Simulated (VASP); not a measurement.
Set up this calculation in VASP 6.6.1, as the native input.

```
Task                   : single point
Functional             : PBE
Potentials or basis    : VASP PAW PBE potentials, release 64 (Cd, Se)
Cutoff                 : 520 eV
k mesh                 : 8 × 8 × 8
Occupations            : fermi-dirac, width 0.02 eV
Spin                   : no spin polarisation
Dipole correction      : no
Further INCAR settings : ALGO = Normal; EDIFF = 1e-07; NBANDS = 16
```

The structure of CdSe lies in POSCAR:

```
CdSe
1.0
    0.0000000000      3.0677809644      3.0677809644
    3.2515410441      0.0000000000      3.0677809644
    3.2515410441      3.0677809644      0.0000000000
Cd Se
1 1
Direct
    0.0000000000      0.0000000000      0.0000000000
    0.2500000000      0.2500000000      0.2500000000
```

This cell differs from its parent crystal: uniaxial x strain +6.0%.

One way to write it, as run:

INCAR

```
SYSTEM = CdSe
PREC = Accurate ; ENCUT = 520
EDIFF = 1E-7 ; ISMEAR = -1
SIGMA = 0.02 ; LREAL = .FALSE.
LASPH = .TRUE. ; NELM = 80
ALGO = Normal ; ISIF = 2
LWAVE = .FALSE. ; LCHARG = .FALSE.
GGA = PE ; NBANDS = 16
```

KPOINTS

```
Automatic mesh
0
G
  8 8 8
  0 0 0
```

Potentials or basis: VASP PAW PBE potentials, release 64 (Cd, Se).

The run is started by

```sh
$ cat potpaw_PBE.64/Cd/POTCAR potpaw_PBE.64/Se/POTCAR > POTCAR
$ mpirun -np 1 vasp_std > vasp.out
```

It gave:

The pressure is -1.0 GPa and the band gap on the k mesh is 0.36 eV.

Caveat: the cell differs from its parent crystal (uniaxial x strain +6.0%).

Wall time 75 s on 1 thread of Intel Xeon 8259CL, on a shared host, peak memory 0.23 GiB.
